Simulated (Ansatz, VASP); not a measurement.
## One calculation of SiC4, two programs

```xyz
5
Lattice="-2.9726 2.9726 1.8801 2.9726 -2.9726 1.8801 2.9726 2.9726 -1.8801" Properties=species:S:1:pos:R:3 pbc="T T T"
Si    0.0000    0.0000    0.0000
C     1.7836    0.5945    1.8801
C     1.1891    2.3781    0.0000
C    -0.5945    1.7836    1.8801
C     3.5672    1.1891    0.0000
```

Alike in both runs: task single point; functional PBE; k mesh 6 × 6 × 6; occupations gaussian, width 0.1 eV; no spin polarisation.

```csv
,VASP,Ansatz
version,VASP 6.6.1,Ansatz 0.2.0
potentials or method,"VASP PAW PBE potentials, release 64 (Si, C), cutoff 520 eV","scalar-relativistic, plane waves, PAW"
valence electrons in the cell,20,20
```

```tsv
	VASP	Ansatz	Ansatz less VASP
gap on the k mesh at the Fermi level (eV)	none	none	-
pressure (GPa)	-27.5	-27.5	-0.02
traceless stress, the component that is largest in VASP (GPa)	0.61	0.62	+0.005
rms of the force components (eV/Å)	0.181	0.182	+0.0006
```

Atom by atom the forces differ by 0.001 eV/Å (rms over components). A gap of «none» marks a metal or a gap that the smearing closes.
